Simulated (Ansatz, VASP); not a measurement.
# NiO: VASP beside Ansatz

Contents of INCAR:

```
  PREC = Accurate
  ENCUT = 600
  EDIFF = 1E-6
  ISMEAR = -1
  SIGMA = 0.05
  LREAL = F
  LASPH = T
  NELM = 200
  ALGO = Normal
  ISIF = 2
  LWAVE = F
  LCHARG = T
  ISPIN = 2
  MAGMOM = 1 0
  LORBIT = 11
  LMAXMIX = 4
  GGA = LIBXC
  LIBXC1 = GGA_X_B88
  LIBXC2 = GGA_C_PBE
  LELF = T
  LVHAR = T
  NBANDS = 19
  GGA_COMPAT = F
```

File KPOINTS:

```
regular mesh
0
Gamma
  11 11 11
```

Contents of POSCAR:

```
NiO
1.0
    0.0000000000      2.1133508634      2.1133508634
    2.1133508634      0.0000000000      2.1133508634
    2.1133508634      2.1133508634      0.0000000000
Ni O
1 1
Direct
    0.0000000000      0.0000000000      0.0000000000
    0.5000000000      0.5000000000      0.5000000000
```

Contents of input.yaml:

```yaml
crystal:
  lattice:
    - [0.0, 2.1133508634, 2.1133508634]
    - [2.1133508634, 0.0, 2.1133508634]
    - [2.1133508634, 2.1133508634, 0.0]
  atoms:
    - { symbol: Ni, position: [0.0, 0.0, 0.0], spin: 1.0 }
    - { symbol: O, position: [0.5, 0.5, 0.5] }
hamiltonian:
  xc: { exchange: b88, correlation: pbe }
  pseudopotentials: { kind: paw }
magnetization:
  spin_polarized: true
kpoints:
  mp_grid: { grid: [11, 11, 11] }
scf:
  occupations: { method: fermi_dirac, width: 0.05 }
output:
  forces: true
  stress: true
  eigenvalues: true
  write_density: true
  write_potential: true
  elf: true
  volumetric_format: npy
```

Alike in both runs: task single point; functional b88 exchange, pbe correlation; k mesh 11 × 11 × 11; occupations fermi-dirac, width 0.05 eV; collinear spin.

```csv
,VASP,Ansatz
version,VASP 6.6.1,Ansatz 0.2.0
potentials or method,"VASP PAW PBE potentials, release 64 (Ni, O)",Ansatz PAW
plane-wave cutoff (eV),600,420
valence electrons in the cell,16,24
```

Ansatz gave:

- gap on the k mesh at the Fermi level (eV): none
- pressure (GPa): -1.5
- net moment per atom (μB): 0.92
- size of the moment on the site where the two differ most (μB): 0.30

**Question.** Which values does VASP return?

**Answer.** gap on the k mesh at the Fermi level (eV): none; pressure (GPa): -2.2; net moment per atom (μB): 0.90; size of the moment on the site where the two differ most (μB): 0.28.

VASP's potentials were made for PBE, not for b88 exchange, pbe correlation. Site moments also hang on the region over which each program counts them. A gap of «none» marks a metal or a gap that the smearing closes. VASP's potentials hold 16 valence electrons a cell and Ansatz's 24, so a difference there can come from the potentials and not from the codes.
